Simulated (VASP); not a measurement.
# Zn (P6_3/mmc) in VASP: a series of runs

Zn is run at these levels: PBE, LDA; tasks: single point.

Program: VASP 6.6.1. These are calculated values, not measurements. Logs are shortened: lines on timing, memory, paths and dates and some standing lists are left out, and cuts for length are marked.

### Step 1. The cell of the first run

It takes space group P6_3/mmc (No. 194, hexagonal). The conventional cell has a = 2.636 Å, b = 2.636 Å, c = 5.093 Å, α = 90.00°, β = 90.00°, γ = 120.00°. Zn (site symmetry -6m2) has 12 Zn at 2.64 to 2.97 Å within 3.5 Å.

### Step 2. Single point, PBE

INCAR

```
ALGO = Normal
EDIFF = 1E-6
ENCUT = 520
GGA = PE
ISIF = 2
ISMEAR = -1
LASPH = True
LCHARG = False
LREAL = False
LWAVE = False
NBANDS = 19
NELM = 80
PREC = Accurate
SIGMA = 0.08
```

KPOINTS

```
k-points
0
Gamma
  16 16 7
```

POSCAR

```
Zn
1.0
    1.3178132682     -2.2825195354      0.0000000000
    1.3178132682      2.2825195354      0.0000000000
    0.0000000000      0.0000000000      5.0925371767
Zn
2
Direct
    0.6666666670      0.3333333330      0.2500000000
    0.3333333330      0.6666666670      0.7500000000
```

Potentials or basis: VASP PAW PBE potentials, release 64 (Zn).

On the command line:

```sh
cat potpaw_PBE.64/Zn/POTCAR > POTCAR
mpirun -np 1 vasp_std > vasp.out
```

OUTCAR:

```text
EDIFF = 1E-6
   ENCUT = 520
   GGA = PE
   ISIF = 2
   ISMEAR = -1
   LASPH = True
   LREAL = False
   NELM = 80
   PREC = Accurate

 ion  position               nearest neighbor table
   1  0.667  0.333  0.250-   2 2.97   2 2.97   2 2.97   2 2.97   2 2.97   2 2.97
   2  0.333  0.667  0.750-   1 2.97   1 2.97   1 2.97   1 2.97   1 2.97   1 2.97

  LATTYP: Found a hexagonal cell.
 ALAT       =     2.6356265364
 C/A-ratio  =     1.9321922535

  Lattice vectors:

 A1 = (   1.3178132682,  -2.2825195354,   0.0000000000)
 A2 = (   1.3178132682,   2.2825195354,   0.0000000000)
 A3 = (   0.0000000000,   0.0000000000,   5.0925371767)

Analysis of symmetry for initial positions (statically):
=====================================================================
 Subroutine PRICEL returns:
 Original cell was already a primitive cell.

 Routine SETGRP: Setting up the symmetry group for a
 hexagonal supercell.

 Subroutine GETGRP returns: Found 24 space group operations
 (whereof 12 operations were pure point group operations)
 out of a pool of 24 trial point group operations.

The static configuration has the point symmetry D_3d.
 The point group associated with its full space group is D_6h.

Analysis of symmetry for dynamics (positions and initial velocities):
=====================================================================
 Subroutine PRICEL returns:
 Original cell was already a primitive cell.

 Routine SETGRP: Setting up the symmetry group for a
 hexagonal supercell.

 Subroutine GETGRP returns: Found 24 space group operations
 (whereof 12 operations were pure point group operations)
 out of a pool of 24 trial point group operations.

The dynamic configuration has the point symmetry D_3d.
 The point group associated with its full space group is D_6h.

 Subroutine INISYM returns: Found 24 space group operations
 (whereof 12 operations are pure point group operations),
 and found     1 'primitive' translations

----------------------------------------------------------------------------------------

                                     Primitive cell

  volume of cell :      30.6360

  direct lattice vectors                    reciprocal lattice vectors
     1.317813268 -2.282519535  0.000000000     0.379416426 -0.219056176  0.000000000
     1.317813268  2.282519535  0.000000000     0.379416426  0.219056176  0.000000000
     0.000000000  0.000000000  5.092537177     0.000000000  0.000000000  0.196365773

  length of vectors
     2.635626536  2.635626536  5.092537177     0.438112351  0.438112351  0.196365773

  position of ions in fractional coordinates (direct lattice)
     0.666666667  0.333333333  0.250000000
     0.333333333  0.666666667  0.750000000

  ion indices of the primitive-cell ions
   primitive index   ion index
                 1           1
                 2           2

----------------------------------------------------------------------------------------

 KPOINTS: k-points

Automatic generation of k-mesh.
 Grid dimensions read from file:
 generate k-points for:   16   16    7

 Generating k-lattice:

  Cartesian coordinates                     Fractional coordinates (reciprocal lattice)
     0.023713527 -0.013691011  0.000000000     0.062500000  0.000000000  0.000000000
     0.023713527  0.013691011  0.000000000     0.000000000  0.062500000  0.000000000
     0.000000000  0.000000000  0.028052253     0.000000000  0.000000000  0.142857143

  Length of vectors
     0.027382022  0.027382022  0.028052253

  Shift w.r.t. Gamma in fractional coordinates (k-lattice)
     0.000000000  0.000000000  0.000000000

 Subroutine IBZKPT returns following result:
 ===========================================

 Found    120 irreducible k-points:

 Following reciprocal coordinates:
            Coordinates               Weight
  0.000000  0.000000  0.000000      1.000000
  0.062500  0.000000  0.000000      6.000000
  0.125000  0.000000  0.000000      6.000000
  0.187500  0.000000  0.000000      6.000000
  0.250000  0.000000  0.000000      6.000000
  0.312500  0.000000  0.000000      6.000000
[... 16 lines left out ...]
  0.187500  0.187500  0.000000      6.000000
  0.250000  0.187500  0.000000     12.000000
 [... further k-points ...]
   k-points           NKPTS =    120   k-points in BZ     NKDIM =    120   number of bands    NBANDS=     19
   number of dos      NEDOS =    301   number of ions     NIONS =      2
   total plane-waves  NPLWV =  16000
   dimension x,y,z NGX =    20 NGY =   20 NGZ =   40
   dimension x,y,z NGXF=    40 NGYF=   40 NGZF=   80
   ions per type =               2
   NGX,Y,Z   is equivalent  to a cutoff of  12.62, 12.62, 13.06 a.u.
   NGXF,Y,Z  is equivalent  to a cutoff of  25.23, 25.23, 26.12 a.u.
 SYSTEM =  unknown system
   PREC   = accura    normal or accurate (medium, high low for compatibility)
   ISTART =      0    job   : 0-new  1-cont  2-samecut
   ICHARG =      2    charge: 1-file 2-atom 10-const
   ISPIN  =      1    spin polarized calculation?
   LNONCOLLINEAR =      F non collinear calculations
   LSORBIT =      F    spin-orbit coupling
   LASPH  =      T    aspherical Exc in radial PAW
   ENCUT  =  520.0 eV  38.22 Ry    6.18 a.u.   4.90  4.90  9.47*2*pi/ulx,y,z
   NELM   =     80;   NELMIN=  2; NELMDL= -5     # of ELM steps
   EDIFF  = 0.1E-05   stopping-criterion for ELM
   LREAL  =      F    real-space projection
   EDIFFG = 0.1E-04   stopping-criterion for IOM
   NSW    =      0    number of steps for IOM
   IBRION =     -1    ionic relax: 0-MD 1-quasi-New 2-CG
   NFREE  =      0    steps in history (QN), initial steepest desc. (CG)
   ISIF   =      2    stress and relaxation
   ISYM   =      2    0-nonsym 1-usesym 2-fastsym
   POTIM  = 0.5000    time-step for ionic-motion
   TEBEG  =    0.0;   TEEND  =   0.0 temperature during run
   PSTRESS=    0.0 pullay stress
   NELECT =      24.0000    total number of electrons
   NUPDOWN=      -1.0000    fix difference up-down
   EMIN   =  10.00;   EMAX   =-10.00  energy-range for DOS
   EFERMI =   0.00;   METHOD = LEGACY
   ISMEAR =    -1;   SIGMA  =   0.08  broadening in eV -4-tet -1-fermi 0-gaus
   EFERMI_NEDOS =   21; number of points for ismear=-14 and -15
   IALGO  =     38    algorithm
   IMIX   =      4    mixing-type and parameters
     AMIX     =   0.40;   BMIX     =  1.00
     AMIX_MAG =   1.60;   BMIX_MAG =  1.00
  volume/ion in A,a.u.               =      15.32       103.37
  Fermi-wavevector in a.u.,A,eV,Ry     =   1.509157  2.851893 30.988009  2.277554
  Thomas-Fermi vector in A             =   2.619516
   LORBIT       =      0    0 simple, 1 ext, 2 COOP (PROOUT), +10 PAW based schemes
   GGA     = PE    functional components
   LHFCALC =     F    Hartree Fock is set to
   AEXX    =    0.0000 exact exchange contribution
   IVDW    =     0    specifies the selected vdW correction
   LEPSILON=     F    determine dielectric tensor
   LRPA    =     F    only Hartree local field effects (RPA)
 non-spin polarized calculation
  energy-cutoff  :      520.00
  volume of cell :       30.64
 maximum number of plane-waves:       841
 NGX is ok and might be reduce to    20
   NGX =  9   NGY =  9   NGZ = 19

 number of electron      24.0000003 magnetization

 Free energy of the ion-electron system (eV)
  ---------------------------------------------------
  ext. energy  EPLUGINS =         0.00000000
  ---------------------------------------------------
  free energy    TOTEN  =        -2.22003322 eV

  energy without entropy =       -2.21086060  energy(sigma->0) =       -2.21544691

 E-fermi :   3.0007     XC(G=0): -11.5038

 val. band max:        2.9816573358   @ k =   0.3750   0.1250   0.0000
 cond. band min:       3.0281962450   @ k =   0.3750   0.0625   0.0000
 fundamental gap:      0.0465389093
 Fermi energy:         3.0007494264

 k-point     1 :       0.0000    0.0000    0.0000
  band No.  band energies     occupation
      1      -7.3006      2.00000
      2      -5.6144      2.00000
      3      -4.9042      2.00000
      4      -4.6317      2.00000
      5      -4.6317      2.00000
      6      -4.5914      2.00000
[... 11 lines left out ...]
     18      22.7486      0.00000
     19      22.7807      0.00000

 k-point     2 :       0.0625    0.0000    0.0000
  band No.  band energies     occupation
      1      -7.1815      2.00000
      2      -5.5588      2.00000
      3      -4.8896      2.00000
      4      -4.6456      2.00000
      5      -4.6052      2.00000
      6      -4.6031      2.00000
[... 11 lines left out ...]
     18      21.6232      0.00000
     19      23.7492      0.00000

 k-point     3 :       0.1250    0.0000    0.0000
  band No.  band energies     occupation
      1      -6.8302      2.00000
      2      -5.4110      2.00000
      3      -4.8545      2.00000
      4      -4.6780      2.00000
      5      -4.6304      2.00000
      6      -4.5210      2.00000
[... 11 lines left out ...]
     18      20.6160      0.00000
     19      21.7073      0.00000

 k-point     4 :       0.1875    0.0000    0.0000
  band No.  band energies     occupation
      1      -6.2765      2.00000
      2      -5.2409      2.00000
      3      -4.8190      2.00000
      4      -4.7102      2.00000
      5      -4.5911      2.00000
      6      -4.5457      2.00000
[... 11 lines left out ...]
     18      19.4619      0.00000
     19      19.6434      0.00000

 k-point     5 :       0.2500    0.0000    0.0000
  band No.  band energies     occupation
      1      -5.6537      2.00000
      2      -5.1730      2.00000
      3      -4.7525      2.00000
      4      -4.7424      2.00000
      5      -4.6499      2.00000
      6      -4.4331      2.00000
[... 11 lines left out ...]
     18      18.2085      0.00000
     19      18.9206      0.00000

 k-point     6 :       0.3125    0.0000    0.0000
  band No.  band energies     occupation
      1      -5.3455      2.00000
      2      -5.2098      2.00000
      3      -4.9031      2.00000
      4      -4.6468      2.00000
      5      -4.5270      2.00000
      6      -4.4444      2.00000
[... 11 lines left out ...]
     18      18.4576      0.00000
     19      18.9792      0.00000

 k-point     7 :       0.3750    0.0000    0.0000
  band No.  band energies     occupation
      1      -5.3355      2.00000
      2      -5.2599      2.00000
      3      -5.0183      2.00000
      4      -4.6056      2.00000
      5      -4.5467      2.00000
      6      -4.4054      2.00000
[... 11 lines left out ...]
     18      18.1124      0.00000
     19      19.1827      0.00000

 k-point     8 :       0.4375   -0.0000    0.0000
  band No.  band energies     occupation
      1      -5.3738      2.00000
      2      -5.2976      2.00000
      3      -5.0867      2.00000
      4      -4.6579      2.00000
      5      -4.4803      2.00000
      6      -4.4275      2.00000
[... 256 lines left out ...]
 k-point    20 :       0.3125    0.1250    0.0000
  band No.  band energies     occupation
      1      -5.1882      2.00000
      2      -5.1084      2.00000
      3      -4.9951      2.00000
      4      -4.6206      2.00000
      5      -4.5440      2.00000
      6      -4.4331      2.00000
[... 11 lines left out ...]
     18      15.9444      0.00000
     19      17.3945      0.00000

 k-point    21 :       0.3750    0.1250    0.0000
  band No.  band energies     occupation
      1      -5.2416      2.00000
      2      -5.1486      2.00000
      3      -5.0494      2.00000
      4      -4.6497      2.00000
      5      -4.4766      2.00000
      6      -4.4758      2.00000
[... 11 lines left out ...]
     18      15.5703      0.00000
     19      17.1011      0.00000

 k-point    22 :       0.4375    0.1250    0.0000
  band No.  band energies     occupation
      1      -5.2611      2.00000
      2      -5.1642      2.00000
      3      -5.0672      2.00000
      4      -4.6592      2.00000
      5      -4.4927      2.00000
      6      -4.4525      2.00000
[... 11 lines left out ...]
     18      15.4434      0.00000
     19      17.0010      0.00000

 k-point    23 :       0.1875    0.1875    0.0000
  band No.  band energies     occupation
      1      -4.9617      2.00000
      2      -4.9218      2.00000
      3      -4.8746      2.00000
      4      -4.8640      2.00000
      5      -4.7045      2.00000
      6      -4.5792      2.00000
[... 11 lines left out ...]
     18      15.2915      0.00000
     19      16.6396      0.00000

 k-point    24 :       0.2500    0.1875    0.0000
  band No.  band energies     occupation
      1      -5.0121      2.00000
      2      -4.9493      2.00000
      3      -4.9379      2.00000
      4      -4.6364      2.00000
      5      -4.6273      2.00000
      6      -4.5604      2.00000
[... 11 lines left out ...]
     18      14.0538      0.00000
     19      15.6236      0.00000

 [... further k-points ...]
[... 5 lines left out ...]
  --------------------------------------------------------------------------------------
  -------------------------------------------------------------------------------------
  Total        0.2117476      0.2117476     -0.1811108      0.0000000      0.0000000     -0.0000000
  in kB       11.0737944     11.0737944     -9.4715774      0.0000000      0.0000000     -0.0000000
  external PRESSURE =       4.2253371 kB  Pullay stress =       0.0000000 kB

 VOLUME and BASIS-vectors are now :
 -----------------------------------------------------------------------------
  energy-cutoff  :      520.00
  volume of cell :       30.64
      direct lattice vectors                 reciprocal lattice vectors
     1.317813268 -2.282519535  0.000000000     0.379416426 -0.219056176  0.000000000
     1.317813268  2.282519535  0.000000000     0.379416426  0.219056176  0.000000000
     0.000000000  0.000000000  5.092537177     0.000000000  0.000000000  0.196365773

 POSITION                                       TOTAL-FORCE (eV/Angst)
 -----------------------------------------------------------------------------------
      1.31781     -0.76084      1.27313        -0.000000      0.000000      0.000000
      1.31781      0.76084      3.81940         0.000000     -0.000000      0.000000
 -----------------------------------------------------------------------------------
    total drift:                               -0.000000      0.000000      0.000000

  FREE ENERGIE OF THE ION-ELECTRON SYSTEM (eV)
  ---------------------------------------------------
  free  energy   TOTEN  =        -2.2200332222 eV

  energy  without entropy=       -2.2108605981  energy(sigma->0) =       -2.21544691
```

Wall time 32 s (1 thread of AMD EPYC 9R14 (Zen 4), shared host); peak memory 0.15 GiB.

What came out:

| Quantity | Value |
| --- | --- |
| Free energy | -2.2200 eV |
| Pressure | 0.4 GPa |
| Band gap on the k mesh | zero (bands 12 and 13 overlap by 4.61 eV) |

Stress tensor (GPa, compression positive):
```
 1.11  0.00  0.00
 0.00  1.11  0.00
 0.00  0.00 -0.95
```

(Part 1 of 2 ends here.)
